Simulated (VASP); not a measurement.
# AlN (Fm-3m) in VASP: G0W0 quasiparticle levels with PBE

Aim: the G0W0 quasiparticle levels of AlN with PBE.

All numbers are computed with VASP 6.6.1; they aren't measurements. Logs are shortened: lines on timing, memory, paths and dates and some standing lists are left out, and cuts for length are marked.

**1. The cell of the first run**

It takes space group Fm-3m (No. 225, cubic). Conventional cell: a = 3.938 Å, b = 3.938 Å, c = 3.938 Å, α = 90.00°, β = 90.00°, γ = 90.00°. Al (site symmetry m-3m) has 6 N at 1.97 Å within 2.6 Å. Within 2.6 Å of N (site symmetry m-3m) lie 6 Al at 1.97 Å.

**2. G0W0 quasiparticle levels, PBE**

File POSCAR:

```
AlN
1.0
    0.0000000000      1.9690000000      1.9690000000
    1.9690000000      0.0000000000      1.9690000000
    1.9690000000      1.9690000000      0.0000000000
Al N
1 1
Direct
    0.0000000000      0.0000000000      0.0000000000
    0.5000000000      0.5000000000      0.5000000000
```

File INCAR.step1:

```
SYSTEM = AlN
  ALGO = Normal
  EDIFF = 1E-8
  ENCUT = 500
  GGA = PE
  ISMEAR = 0
  LASPH = .TRUE.
  LCHARG = .FALSE.
  LREAL = .FALSE.
  LWAVE = .TRUE.
  NELM = 80
  PREC = Accurate
  SIGMA = 0.01
```

File INCAR.step2:

```
SYSTEM = AlN
  ALGO = Exact
  EDIFF = 1E-8
  ENCUT = 500
  GGA = PE
  ISMEAR = 0
  ISTART = 1
  LASPH = .TRUE.
  LCHARG = .FALSE.
  LOPTICS = .TRUE.
  LREAL = .FALSE.
  LWAVE = .TRUE.
  NBANDS = 104
  NELM = 1
  PREC = Accurate
  SIGMA = 0.01
```

File INCAR.step3:

```
SYSTEM = AlN
  ALGO = EVGW0
  EDIFF = 1E-8
  ENCUT = 500
  ENCUTGW = 120.0
  GGA = PE
  ISMEAR = 0
  ISTART = 1
  LASPH = .TRUE.
  LCHARG = .FALSE.
  LREAL = .FALSE.
  LWAVE = .FALSE.
  NBANDS = 104
  NBANDSGW = 12
  NELMGW = 1
  NOMEGA = 48
  PREC = Accurate
  PRECFOCK = Fast
  SIGMA = 0.01
```

File KPOINTS:

```
k-points
0
G
  4 4 4
  0 0 0
```

Potentials or basis: VASP PAW PBE potentials, release 64 (Al_GW, N_GW).

The run is started by

```console
cat potpaw_PBE.64/Al_GW/POTCAR potpaw_PBE.64/N_GW/POTCAR > POTCAR
cp INCAR.step1 INCAR
mpirun -np 1 vasp_std > vasp.out
cp INCAR.step2 INCAR
mpirun -np 1 vasp_std > vasp.out
cp INCAR.step3 INCAR
mpirun -np 1 vasp_std > vasp.out
```

OUTCAR:

```text
SYSTEM = AlN
   EDIFF = 1E-8
   ENCUT = 500
   ENCUTGW = 120.0
   GGA = PE
   ISMEAR = 0
   ISTART = 1
   LASPH = .TRUE.
   LREAL = .FALSE.
   NELMGW = 1
   PREC = Accurate
   PRECFOCK = Fast

 ion  position               nearest neighbor table
   1  0.000  0.000  0.000-   2 1.97   2 1.97   2 1.97   2 1.97   2 1.97   2 1.97
   2  0.500  0.500  0.500-   1 1.97   1 1.97   1 1.97   1 1.97   1 1.97   1 1.97

  LATTYP: Found a face centered cubic cell.
 ALAT       =     3.9380000000

  Lattice vectors:

 A1 = (   0.0000000000,   1.9690000000,   1.9690000000)
 A2 = (   1.9690000000,   0.0000000000,   1.9690000000)
 A3 = (   1.9690000000,   1.9690000000,   0.0000000000)

Analysis of symmetry for initial positions (statically):
=====================================================================
 Subroutine PRICEL returns:
 Original cell was already a primitive cell.

 Routine SETGRP: Setting up the symmetry group for a
 face centered cubic supercell.

 Subroutine GETGRP returns: Found 48 space group operations
 (whereof 48 operations were pure point group operations)
 out of a pool of 48 trial point group operations.

The static configuration has the point symmetry O_h .

Analysis of symmetry for dynamics (positions and initial velocities):
=====================================================================
 Subroutine PRICEL returns:
 Original cell was already a primitive cell.

 Routine SETGRP: Setting up the symmetry group for a
 face centered cubic supercell.

 Subroutine GETGRP returns: Found 48 space group operations
 (whereof 48 operations were pure point group operations)
 out of a pool of 48 trial point group operations.

The dynamic configuration has the point symmetry O_h .

 Subroutine INISYM returns: Found 48 space group operations
 (whereof 48 operations are pure point group operations),
 and found     1 'primitive' translations

----------------------------------------------------------------------------------------

                                     Primitive cell

  volume of cell :      15.2675

  direct lattice vectors                    reciprocal lattice vectors
     0.000000000  1.969000000  1.969000000    -0.253936008  0.253936008  0.253936008
     1.969000000  0.000000000  1.969000000     0.253936008 -0.253936008  0.253936008
     1.969000000  1.969000000  0.000000000     0.253936008  0.253936008 -0.253936008

  length of vectors
     2.784586504  2.784586504  2.784586504     0.439830068  0.439830068  0.439830068

  position of ions in fractional coordinates (direct lattice)
     0.000000000  0.000000000  0.000000000
     0.500000000  0.500000000  0.500000000

  ion indices of the primitive-cell ions
   primitive index   ion index
                 1           1
                 2           2

----------------------------------------------------------------------------------------

 KPOINTS: k-points

Automatic generation of k-mesh.
 Grid dimensions read from file:
 generate k-points for:    4    4    4

 Generating k-lattice:

  Cartesian coordinates                     Fractional coordinates (reciprocal lattice)
    -0.063484002  0.063484002  0.063484002     0.250000000  0.000000000  0.000000000
     0.063484002 -0.063484002  0.063484002     0.000000000  0.250000000  0.000000000
     0.063484002  0.063484002 -0.063484002     0.000000000  0.000000000  0.250000000

  Length of vectors
     0.109957517  0.109957517  0.109957517

  Shift w.r.t. Gamma in fractional coordinates (k-lattice)
     0.000000000  0.000000000  0.000000000

 Subroutine IBZKPT returns following result:
 ===========================================

 Found      8 irreducible k-points:

 Following reciprocal coordinates:
            Coordinates               Weight
  0.000000  0.000000  0.000000      1.000000
  0.250000  0.000000  0.000000      8.000000
  0.500000  0.000000  0.000000      4.000000
  0.250000  0.250000  0.000000      6.000000
  0.500000  0.250000  0.000000     24.000000
 -0.250000  0.250000  0.000000     12.000000
  0.500000  0.500000  0.000000      3.000000
 -0.250000  0.500000  0.250000      6.000000
   k-points           NKPTS =      8   k-points in BZ     NKDIM =     64   number of bands    NBANDS=    104
   number of dos      NEDOS =    301   number of ions     NIONS =      2
   total plane-waves  NPLWV =   8000
   dimension x,y,z NGX =    20 NGY =   20 NGZ =   20
   dimension x,y,z NGXF=    40 NGYF=   40 NGZF=   40
   ions per type =               1   1
   NGX,Y,Z   is equivalent  to a cutoff of  11.94, 11.94, 11.94 a.u.
   NGXF,Y,Z  is equivalent  to a cutoff of  23.88, 23.88, 23.88 a.u.
 SYSTEM =  AlN
   PREC   = accura    normal or accurate (medium, high low for compatibility)
   ISTART =      1    job   : 0-new  1-cont  2-samecut
   ICHARG =      0    charge: 1-file 2-atom 10-const
   ISPIN  =      1    spin polarized calculation?
   LNONCOLLINEAR =      F non collinear calculations
   LSORBIT =      F    spin-orbit coupling
   LASPH  =      T    aspherical Exc in radial PAW
   ENCUT  =  500.0 eV  36.75 Ry    6.06 a.u.   5.08  5.08  5.08*2*pi/ulx,y,z
   NELM   =     60;   NELMIN=  2; NELMDL=  0     # of ELM steps
   EDIFF  = 0.1E-07   stopping-criterion for ELM
   LREAL  =      F    real-space projection
   EDIFFG = 0.1E-06   stopping-criterion for IOM
   NSW    =      0    number of steps for IOM
   IBRION =     -1    ionic relax: 0-MD 1-quasi-New 2-CG
   NFREE  =      0    steps in history (QN), initial steepest desc. (CG)
   ISIF   =      0    stress and relaxation
   ISYM   =      3    0-nonsym 1-usesym 2-fastsym
   POTIM  = 0.5000    time-step for ionic-motion
   TEBEG  =    0.0;   TEEND  =   0.0 temperature during run
   PSTRESS=    0.0 pullay stress
   NELECT =       8.0000    total number of electrons
   NUPDOWN=      -1.0000    fix difference up-down
   EMIN   =  10.00;   EMAX   =-10.00  energy-range for DOS
   EFERMI =   0.00;   METHOD = LEGACY
   ISMEAR =     0;   SIGMA  =   0.01  broadening in eV -4-tet -1-fermi 0-gaus
   EFERMI_NEDOS =   21; number of points for ismear=-14 and -15
   IALGO  =     38    algorithm
   IMIX   =      4    mixing-type and parameters
     AMIX     =   0.40;   BMIX     =  1.00
     AMIX_MAG =   1.60;   BMIX_MAG =  1.00
  volume/ion in A,a.u.               =       7.63        51.51
  Fermi-wavevector in a.u.,A,eV,Ry     =   1.319823  2.494104 23.700443  1.741933
  Thomas-Fermi vector in A             =   2.449694
   LORBIT       =      0    0 simple, 1 ext, 2 COOP (PROOUT), +10 PAW based schemes
   GGA     = PE    functional components
   LHFCALC =     T    Hartree Fock is set to
   PRECFOCK=fast      Normal, Fast or Accurate (Low or Medium for compatibility)
   ENCUT4O =  -1.0   cutoff for four orbital integrals eV
   NKREDX  =     1    reduce k-point grid by
   NKREDY  =     1    reduce k-point grid by
   NKREDZ  =     1    reduce k-point grid by
   AEXX    =    1.0000 exact exchange contribution
   HFSCREEN=    0.0000 screening length (either q_TF or 0.3 A-1)
   HFSCREENC=   0.0000 screening length for correlation (either q_TF or 0.3 A-1)
   ENCUTFOCK=  -1.0 apply spherical cutoff to Coloumb kernel
   IVDW    =     0    specifies the selected vdW correction
   LEPSILON=     F    determine dielectric tensor
   LRPA    =     F    only Hartree local field effects (RPA)
   LRPAFORCE           =     F    calculate RPA forces
   ENCUTGW             = 120.0    cutoff for response function in eV
   ENCUTGWSOFT         =  96.0    soft cutoff for Coulomb kernel in GW response function in eV
   ENCUTLF             =  -1.0    cutoff for local field effects
   NELMGW              =     1    number of iterations in solving QP/BSE equation
   NELMHF              =     1    number of iterations in the inner HF iteration
   NKREDLFX            =     1    NKREDLFY  =   1   NKREDLFZ  =   1
 non-spin polarized calculation
 Gauss-broadening in eV      SIGMA  =   0.01
  energy-cutoff  :      500.00
  volume of cell :       15.27
 maximum number of plane-waves:       399
  NGX = 12; NGY = 12; NGZ = 12
   NGX = 11   NGY = 11   NGZ = 11
 maximum number of plane-waves:        59
 NGX is ok and might be reduce to    10

 QP shifts <psi_nk| G(iteration)W_0 |psi_nk>: iteration 1
 for sc-GW calculations column KS-energies equals QP-energies in previous step
 and V_xc(KS)=  KS-energies - (<T + V_ion + V_H > + <T+V_H+V_ion>^1  + <V_x>^1)

 k-point   1 :       0.0000    0.0000    0.0000
  band No.  KS-energies  QP-energies   sigma(KS)   V_xc(KS)     V^pw_x(r,r')   Z            occupation Imag(sigma)

      1      -8.6388     -10.3459     -17.0654     -14.7998     -25.2269       0.7535       2.0000       1.4119
      2       9.6769       8.9546     -18.5609     -17.6616     -21.6274       0.8032       2.0000       0.1001
      3       9.6769       8.9546     -18.5609     -17.6616     -21.6274       0.8032       2.0000       0.1001
      4       9.6769       8.9546     -18.5609     -17.6616     -21.6274       0.8032       2.0000       0.1001
      5      16.5338      17.6305     -13.6620     -15.0168      -8.7960       0.8095       0.0000      -0.0766
      6      22.0481      22.8994     -10.0024     -11.0321      -4.6941       0.8267       0.0000      -0.1029
      7      22.0481      22.8994     -10.0024     -11.0321      -4.6941       0.8267       0.0000      -0.1029
      8      22.0481      22.8994     -10.0024     -11.0321      -4.6941       0.8267       0.0000      -0.1029
      9      27.3933      27.6721      -9.5405      -9.9022      -2.7800       0.7709       0.0000      -0.3508
     10      27.9996      29.1610     -10.4482     -11.8838      -4.6718       0.8090       0.0000      -0.1762
     11      27.9996      29.1610     -10.4482     -11.8838      -4.6718       0.8090       0.0000      -0.1762
     12      29.9189      30.9109     -10.1583     -11.4308      -2.9043       0.7796       0.0000      -0.4757

 k-point   2 :       0.2500    0.0000    0.0000
  band No.  KS-energies  QP-energies   sigma(KS)   V_xc(KS)     V^pw_x(r,r')   Z            occupation Imag(sigma)
[... 97 lines left out ...]
      1      -3.7569      -5.1114     -18.9903     -17.1959     -26.6015       0.7549       2.0000       0.8449
      2       3.5006       2.1991     -15.8676     -14.2025     -19.8309       0.7816       2.0000       0.1422
      3       3.5006       2.1991     -15.8676     -14.2025     -19.8309       0.7816       2.0000       0.1422
      4       5.5356       4.4311     -16.2963     -14.9050     -19.7386       0.7939       2.0000       0.1172
      5      18.6136      19.8269     -12.1425     -13.6251      -7.2775       0.8184       0.0000      -0.0782
      6      20.8100      21.9214     -12.3870     -13.7664      -7.0259       0.8058       0.0000      -0.1005
      7      20.8100      21.9214     -12.3870     -13.7664      -7.0259       0.8058       0.0000      -0.1005
      8      22.8831      23.9479     -10.7598     -12.0866      -4.8862       0.8026       0.0000      -0.1385
      9      30.0713      31.1771     -11.3642     -12.7991      -4.1157       0.7707       0.0000      -0.4425
     10      30.0713      31.1771     -11.3642     -12.7991      -4.1157       0.7707       0.0000      -0.4425
     11      36.1160      37.4197     -11.3901     -13.0057      -4.2016       0.8069       0.0000      -0.8005
     12      38.9473      39.8687      -8.9497     -10.1186      -1.4468       0.7883       0.0000      -0.9167
```

It took 22 s on 1 thread of Intel Xeon Platinum 8488C (Sapphire Rapids), shared host; peak memory 0.17 GiB.

Results:

```
Quasiparticle gap                                   : 6.38 eV
Least direct quasiparticle gap                      : 8.68 eV
Band gap of the starting levels on the mesh         : 5.12 eV
Least direct gap of the starting levels on the mesh : 6.86 eV
```

Caveat: the k points lie up to 0.69 Å⁻¹ apart; bands, screening cutoff and mesh are small and nothing is extrapolated, so the quasiparticle values aren't converged.
